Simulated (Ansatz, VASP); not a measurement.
Al2Cu in VASP and in Ansatz

INCAR

```
SYSTEM = Al2Cu
PREC = Accurate
ENCUT = 520
EDIFF = 1E-7
ISMEAR = 0
SIGMA = 0.15
LREAL = .FALSE.
LASPH = .TRUE.
NELM = 60
ALGO = Fast
ISIF = 2
LWAVE = .FALSE.
LCHARG = .FALSE.
GGA = PE
NBANDS = 26
```

The input KPOINTS:

```
regular mesh
0
G
  12 12 12
  0 0 0
```

The input POSCAR:

```
Al2Cu
1.0
   -3.0261888817      3.0261888817      2.5148659737
    3.0261888817     -3.0261888817      2.5148659737
    3.0261888817      3.0261888817     -2.5148659737
Al Cu
4 2
Direct
    0.1587211842      0.6587211842      0.8174423684
    0.6587211842      0.8412788158      0.5000000000
    0.8412788158      0.3412788158      0.1825576316
    0.3412788158      0.1587211842      0.5000000000
    0.7500000000      0.7500000000      0.0000000000
    0.2500000000      0.2500000000      0.0000000000
```

Input for Ansatz:

```yaml
crystal:
  lattice:
    - [-3.0261888817, 3.0261888817, 2.5148659737]
    - [3.0261888817, -3.0261888817, 2.5148659737]
    - [3.0261888817, 3.0261888817, -2.5148659737]
  atoms:
    - { symbol: Al, position: [0.1587211842, 0.6587211842, 0.8174423684] }
    - { symbol: Al, position: [0.6587211842, 0.8412788158, 0.5] }
    - { symbol: Al, position: [0.8412788158, 0.3412788158, 0.1825576316] }
    - { symbol: Al, position: [0.3412788158, 0.1587211842, 0.5] }
    - { symbol: Cu, position: [0.75, 0.75, 0.0] }
    - { symbol: Cu, position: [0.25, 0.25, 0.0] }
basis:
  ecutwfc: 420
kpoints:
  mp_grid: { grid: [12, 12, 12] }
hamiltonian:
  xc: pbe
scf:
  occupations: { method: gaussian, width: 0.15 }
output:
  forces: true
  stress: true
  eigenvalues: true
```

Change from the starting cell: strain +0.000 along x and y, +0.030 along z, atoms carried along.

Alike in both runs: task single point; functional PBE; k mesh 12 × 12 × 12; occupations gaussian, width 0.15 eV; no spin polarisation.

|  | VASP | Ansatz |
| --- | --- | --- |
| version | VASP 6.6.1 | Ansatz 0.2.0 |
| potentials or method | VASP PAW PBE potentials, release 64 (Al, Cu), cutoff 520 eV | scalar-relativistic, plane waves, PAW |
| valence electrons in the cell | 34 | 50 |

VASP gave:

- gap on the k mesh at the Fermi level (eV): none
- pressure (GPa): -2.4
- traceless stress, the component that is largest in VASP (GPa): -2.15
- rms of the force components (eV/Å): 0.031

Q: Estimate Ansatz's values.

A: gap on the k mesh at the Fermi level (eV): none; pressure (GPa): -2.6; traceless stress, the component that is largest in VASP (GPa): -2.18; rms of the force components (eV/Å): 0.033.

Atom by atom the forces differ by 0.002 eV/Å (rms over components). A gap of «none» marks a metal or a gap that the smearing closes. With one functional, cell and mesh, what is left measures potentials, basis and numerics. VASP's potentials hold 34 valence electrons a cell and Ansatz's 50, so a difference there can come from the potentials and not from the codes.
